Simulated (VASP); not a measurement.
# SiGe3Ru (P-6m2) in VASP: a series of runs, part 2 of 2

VASP 6.6.1.

**4. Relaxation of cell and atoms, PBE**

File INCAR:

```
SYSTEM = SiGe3Ru
PREC = Accurate
ENCUT = 600
EDIFF = 1E-6
ISMEAR = 0
SIGMA = 0.1
LREAL = .False.
LASPH = .True.
NELM = 80
ALGO = Normal
ISIF = 3
LWAVE = .False.
LCHARG = .False.
GGA = PE
IBRION = 2
NSW = 90
EDIFFG = -0.04
```

File KPOINTS:

```
regular mesh
0
Gamma
  6 6 2
  0 0 0
```

File POSCAR:

```
SiGe3Ru
1.0
    3.6955313200      0.0000000000      0.0000000000
   -1.8477656600      3.2004240100      0.0000000000
    0.0000000000      0.0000000000      8.0803731500
Si Ge Ru
1 3 1
Direct
    0.6666666700      0.3333333300      0.0000000000
    0.3333333300      0.6666666700      0.2746857600
    0.3333333300      0.6666666700      0.7253142400
    0.6666666700      0.3333333300      0.5000000000
    0.3333333300      0.6666666700      0.5000000000
```

Potentials or basis: VASP PAW PBE potentials, release 64 (Si, Ge_d, Ru_pv).

On the command line:

```
cat potpaw_PBE.64/Si/POTCAR potpaw_PBE.64/Ge_d/POTCAR potpaw_PBE.64/Ru_pv/POTCAR > POTCAR
mpirun -np 1 vasp_std > vasp.out
```

OUTCAR:

```text
SYSTEM = SiGe3Ru
   PREC = Accurate
   ENCUT = 600
   EDIFF = 1E-6
   ISMEAR = 0
   LREAL = .False.
   LASPH = .True.
   NELM = 80
   ISIF = 3
   GGA = PE
   IBRION = 2
   NSW = 90
   EDIFFG = -0.04

 ion  position               nearest neighbor table
   1  0.667  0.333  0.000-
   2  0.333  0.667  0.275-   5 1.82   4 2.80   4 2.80   4 2.80
   3  0.333  0.667  0.725-   5 1.82   4 2.80   4 2.80   4 2.80
   4  0.667  0.333  0.500-   5 2.13   5 2.13   5 2.13   3 2.80   2 2.80   3 2.80   2 2.80   2 2.80
                             3 2.80
   5  0.333  0.667  0.500-   2 1.82   3 1.82   4 2.13   4 2.13   4 2.13

  LATTYP: Found a hexagonal cell.
 ALAT       =     3.6955313200
 C/A-ratio  =     2.1865254142

  Lattice vectors:
[... 183 lines left out ...]
  -------------------------------------------------------------------------------------
  Total       19.4155420     19.4155420     75.9845651      0.0000000     -0.0000000     -0.0000000
  in kB      325.4949659    325.4949672   1273.8554243      0.0000000     -0.0000000     -0.0000000
  external PRESSURE =     641.6151191 kB  Pullay stress =       0.0000000 kB
[... 1207 lines left out ...]
     35       8.2661      0.00000
     36       8.8452      0.00000

[... ionic steps 4 to 16 ...]

--------------------------------------- Ionic step       17  -------------------------------------------

 number of electron      60.0000046 magnetization

------------------------ aborting loop because EDIFF is reached ----------------------------------------
[... 73 lines left out ...]
--------------------------------------- Ionic step       19  -------------------------------------------

 number of electron      60.0000045 magnetization

 Free energy of the ion-electron system (eV)
  ---------------------------------------------------
  ext. energy  EPLUGINS =         0.00000000
  ---------------------------------------------------
  free energy    TOTEN  =       -26.97948649 eV

  energy without entropy =      -26.97495037  energy(sigma->0) =      -26.97721843

 E-fermi :   5.5156     XC(G=0): -10.2711

 val. band max:        5.4575042324   @ k =   0.3333   0.0000   0.0000
 cond. band min:       5.6217684030   @ k =   0.3333   0.3333   0.5000
 fundamental gap:      0.1642641706
 Fermi energy:         5.5155651489
[... 576 lines left out ...]
  FREE ENERGIE OF THE ION-ELECTRON SYSTEM (eV)
  ---------------------------------------------------
  free  energy   TOTEN  =       -26.9794864874 eV

  energy  without entropy=      -26.9749503721  energy(sigma->0) =      -26.97721843

 reached required accuracy - stopping structural energy minimisation
```

CONTCAR:

```text
SiGe3Ru
   1.00000000000000
     3.9830917045121570    0.0000000000000000   -0.0000000000000000
    -1.9915458522560785    3.4494586094826944    0.0000000000000000
    -0.0000000000000000   -0.0000000000000000    7.7672752354521544
  Si              Ge              Ru
     1     3     1
Direct
     0.6666666699999979    0.3333333300000021    0.0000000000000000
     0.3333333300000021    0.6666666699999979    0.1814577079723732
     0.3333333300000021    0.6666666699999979    0.8185422920276268
     0.6666666699999979    0.3333333300000021    0.5000000000000000
     0.3333333300000021    0.6666666699999979    0.5000000000000000

  0.00000000E+00  0.00000000E+00  0.00000000E+00
  0.00000000E+00  0.00000000E+00  0.00000000E+00
  0.00000000E+00  0.00000000E+00  0.00000000E+00
  0.00000000E+00  0.00000000E+00  0.00000000E+00
  0.00000000E+00  0.00000000E+00  0.00000000E+00
```

Run time: 38 min. Hardware: 1 thread of Intel Xeon 8259CL, shared host; peak memory 0.29 GiB.

What came out:

```
Free energy                           : -26.9795 eV
Relaxed volume                        : 21.34 Å³/atom
Relaxed cell                          : a = 3.983 Å, b = 3.983 Å, c = 7.767 Å, α = 90.00°, β = 90.00°, γ = 120.00°
Space group after relaxing (to 0.1 Å) : P-6m2 (No. 187)
Energy gained by relaxing             : 2490.1 meV/atom
Ionic steps                           : 19
Pressure after relaxing               : 0.0 GPa
Largest force after relaxing          : 0.024 eV/Å
Band gap on the k mesh                : zero (bands 30 and 31 overlap by 1.76 eV)
```

Forces in eV/Å, atoms in the order of the input:
```
Si   0.000  0.000  0.000
Ge   0.000  0.000 -0.024
Ge   0.000  0.000  0.024
Ge   0.000  0.000  0.000
Ru   0.000  0.000  0.000
```

Step by step:
```tsv
step	energy change (eV)	largest force (eV/Å)	pressure (GPa)	volume (Å³)
1	0.0000	23.5095	64.16	95.57
2	-5.2241	2.3006	-11.41	233.50
3	-6.1406	2.1251	-9.78	212.50
4	-6.5593	1.9571	-9.17	200.36
5	-8.7911	1.0216	-7.36	145.85
6	-10.3248	0.6330	-2.18	119.31
7	-10.6056	1.8061	6.20	107.10
8	-10.6334	1.2677	3.26	110.22
9	-10.6355	1.4243	4.23	109.16
10	-11.7286	1.6561	-4.82	118.53
11	-11.7409	1.6407	-5.31	119.38
12	-12.1818	1.8438	-1.63	111.08
13	-12.1803	1.3444	3.83	103.92
14	-12.2391	1.6401	1.04	107.21
15	-12.3988	0.7142	2.28	104.05
16	-12.4230	0.0784	1.67	104.87
17	-12.4486	0.0895	-0.61	107.55
18	-12.4493	0.0654	-0.29	107.14
19	-12.4505	0.0239	0.04	106.72
```

Final structure:
```
Si Ge Ru
1.0
     3.98309    0.00000    0.00000
    -1.99155    3.44946    0.00000
     0.00000    0.00000    7.76728
Si Ge Ru
1 3 1
Cartesian
  1.9915 1.1498 0.0000
  0.0000 2.2996 1.4094
  0.0000 2.2996 6.3578
  1.9915 1.1498 3.8836
  0.0000 2.2996 3.8836
```

Levels at points of the mesh, in eV from the Fermi level:
| k point | band 27 | band 28 | band 29 | band 30 | band 31 | band 32 | band 33 | band 34 |
| --- | --- | --- | --- | --- | --- | --- | --- | --- |
| (0.00, 0.00, 0.00) | -0.90 | -0.65 | -0.65 | -0.25 | 2.35 | 2.60 | 2.83 | 2.83 |
| (0.50, 0.00, 0.00) | -1.93 | -1.90 | -1.27 | -1.21 | 0.46 | 1.53 | 1.80 | 1.99 |
| (0.00, 0.00, 0.50) | -1.82 | -0.48 | -0.20 | -0.20 | 2.17 | 2.17 | 3.10 | 3.10 |
| (0.50, 0.00, 0.50) | -2.20 | -2.18 | -1.10 | -1.08 | -0.75 | 0.40 | 0.49 | 2.44 |

Caveat: the k points lie up to 0.40 Å⁻¹ apart in the final cell, too coarse for converged energies and pressures of a metal.

**5. Single point, PBE**

This run uses another cell than the first one, of 21.32 Å³/atom.

File INCAR:

```
SYSTEM = SiGe3Ru
PREC = Accurate
ENCUT = 520
EDIFF = 1E-6
ISMEAR = 0
SIGMA = 0.1
LREAL = .FALSE.
LASPH = .TRUE.
NELM = 80
ALGO = Normal
ISIF = 2
LWAVE = .FALSE.
LCHARG = .FALSE.
GGA = PE
NBANDS = 38
```

File KPOINTS:

```
regular mesh
0
G
  12 12 6
  0 0 0
```

File POSCAR:

```
SiGe3Ru
1.0
    3.9800870450      0.0000000000      0.0000000000
   -1.9900435225      3.4468564903      0.0000000000
    0.0000000000      0.0000000000      7.7695877242
Si Ge Ru
1 3 1
Direct
    0.6666666667      0.3333333333      0.0000000000
    0.3333333333      0.6666666667      0.1823985747
    0.3333333333      0.6666666667      0.8176014253
    0.6666666667      0.3333333333      0.5000000000
    0.3333333333      0.6666666667      0.5000000000
```

On the command line:

```
cat potpaw_PBE.64/Si/POTCAR potpaw_PBE.64/Ge_d/POTCAR potpaw_PBE.64/Ru_pv/POTCAR > POTCAR
mpirun -np 1 vasp_std > vasp.out
```

Wall time 8.1 min (1 thread of Intel Xeon 8259CL, shared host); peak memory 0.41 GiB.

Results (log left out):

| Item | Value |
| --- | --- |
| Free energy | -26.8635 eV |
| Pressure | 0.1 GPa |
| Largest force | 0.004 eV/Å |
| Band gap on the k mesh | zero (bands 30 and 31 overlap by 1.98 eV) |

Forces in eV/Å, atoms in the order of the input:
```
Si   0.000  0.000  0.000
Ge   0.000  0.000  0.004
Ge   0.000  0.000 -0.004
Ge   0.000  0.000  0.000
Ru   0.000  0.000  0.000
```

Levels at points of the mesh, in eV from the Fermi level:
```
           k point  band 27  band 28  band 29  band 30  band 31  band 32  band 33  band 34
(0.00, 0.00, 0.00)    -1.01    -0.76    -0.76    -0.36     2.24     2.51     2.72     2.72
(0.50, 0.00, 0.00)    -2.00    -1.99    -1.38    -1.26     0.35     1.48     1.67     1.88
(0.00, 0.00, 0.50)    -1.92    -0.58    -0.30    -0.30     2.06     2.06     2.99     2.99
(0.50, 0.00, 0.50)    -2.32    -2.22    -1.19    -1.17    -0.85     0.31     0.38     2.35
```

**6. Overview**

| task | cell | k mesh | cutoff (eV) | gap on the mesh (eV) | pressure (GPa) | largest force (eV/Å) |
| --- | --- | --- | --- | --- | --- | --- |
| single point | a = 3.696, b = 3.696, c = 8.080 Å, angles 90.0, 90.0, 120.0°, 5 atoms, atomic positions A | 6 × 6 × 2 | 520 | none | 64.2 | 23.51 |
| single point | a = 3.981, b = 3.981, c = 7.759 Å, angles 90.0, 90.0, 120.0°, 5 atoms, atomic positions B | 6 × 6 × 2 | 520 | none | 0.2 | 0.02 |
| relaxation of cell and atoms | relaxed from a = 3.696, b = 3.696, c = 8.080 Å, angles 90.0, 90.0, 120.0°, 5 atoms, atomic positions A | 6 × 6 × 2 | 600 | none | 0.0 | 0.02 |
| single point | a = 3.980, b = 3.980, c = 7.770 Å, angles 90.0, 90.0, 120.0°, 5 atoms, atomic positions B | 12 × 12 × 6 | 520 | none | 0.1 | - |

Alike in all rows: level PBE; potentials or basis VASP PAW PBE potentials, release 64 (Si, Ge_d, Ru_pv); no spin polarisation; smearing gaussian 0.1 eV.

Caveats: some runs use coarse meshes; atoms lie so close that the PAW spheres overlap strongly, which falsifies energies and pressures (at least some runs); forces of over 1 eV/Å act on the atoms, so gaps and moduli don't describe the material at rest (at least some runs).

Absolute energies hang on the potentials; compare differences alone.
